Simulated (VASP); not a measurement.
TiO2: single point with LDA+U

The system is TiO2.

```xyz
12
Lattice="6.0508 -1.8560 0.0034 6.0508 1.8560 0.0034 -1.8926 0.0000 6.1930" Properties=species:S:1:pos:R:3 pbc="T T T"
Ti   10.3263    0.0000    1.8161
Ti    1.8252    0.0000    1.7663
Ti   -0.1174    0.0000    4.3837
Ti    8.3838    0.0000    4.4335
O     3.8134    0.0000    1.8271
O     1.9528    0.0000    4.0280
O     8.6013    0.0000    6.1765
O     8.2562    0.0000    2.1718
O    10.2026    0.0000    3.8975
O     1.6076    0.0000    0.0233
O     6.3955    0.0000    4.3727
O     0.0063    0.0000    2.3023
```

| Quantity | Value |
| --- | --- |
| Program | VASP 6.6.1 |
| Task | single point |
| Functional | LDA |
| Potentials or basis | VASP PAW LDA potentials, release 64 (Ti_sv, O) |
| Cutoff | 600 eV |
| k mesh | 6 × 6 × 3 |
| Occupations | fermi-dirac, width 0.05 eV |
| Spin | no spin polarisation |
| Hubbard terms | Ti d U = 2.0 eV |
| Dipole correction | no |
| Further INCAR settings | ALGO = Normal; EDIFF = 1e-06; NBANDS = 60 |

```yaml
Pressure: 3.3 GPa
Largest_force: 0.424 eV/Å
Band_gap_on_the_k_mesh: 3.10 eV (least direct gap 3.28 eV)
```

Forces on the atoms (eV/Å):
```
Ti  -0.182  0.000  0.143
Ti   0.083  0.000  0.416
Ti   0.182  0.000 -0.143
Ti  -0.083  0.000 -0.416
O    0.086  0.000 -0.012
O    0.057  0.000 -0.038
O    0.094  0.000  0.221
O   -0.057  0.000  0.038
O   -0.112  0.000 -0.026
O   -0.094  0.000 -0.221
O   -0.086  0.000  0.012
O    0.112  0.000  0.026
```

Stress tensor (GPa, compression positive):
```
3.12 0.00 0.21
0.00 3.08 0.00
0.21 0.00 3.61
```

Levels at points of the mesh, in eV from the valence-band top:
```tsv
k point	band 44	band 45	band 46	band 47	band 48	band 49	band 50	band 51	band 52	band 53
(0.00, 0.00, 0.00)	-0.84	-0.80	-0.73	-0.35	-0.19	3.10	3.44	3.64	3.71	3.76
(0.50, 0.00, 0.00)	-1.02	-0.89	-0.49	-0.19	-0.11	3.45	3.51	3.99	4.02	4.31
(0.50, 0.50, 0.00)	-0.94	-0.94	-0.60	-0.39	-0.10	3.25	3.30	3.76	3.90	3.93
```

Eigenvalues of the final occupation matrices:
| site | spin | trace | eigenvalues |
| --- | --- | --- | --- |
| site 1 d | 1 | 0.90 | 0.12 0.12 0.13 0.26 0.27 |
| site 1 d | 2 | 0.90 | 0.12 0.12 0.13 0.26 0.27 |
| site 2 d | 1 | 0.92 | 0.10 0.14 0.15 0.25 0.28 |
| site 2 d | 2 | 0.92 | 0.10 0.14 0.15 0.25 0.28 |
| site 3 d | 1 | 0.90 | 0.12 0.12 0.13 0.26 0.27 |
| site 3 d | 2 | 0.90 | 0.12 0.12 0.13 0.26 0.27 |
| site 4 d | 1 | 0.92 | 0.10 0.14 0.15 0.25 0.28 |
| site 4 d | 2 | 0.92 | 0.10 0.14 0.15 0.25 0.28 |

Run time: 23 min on 1 thread of Oxide Virtual Turin-like Processor, with other jobs on the host, peak memory 0.43 GiB.

Caveat: the cell stands under pressure. A k mesh can miss the band edges.
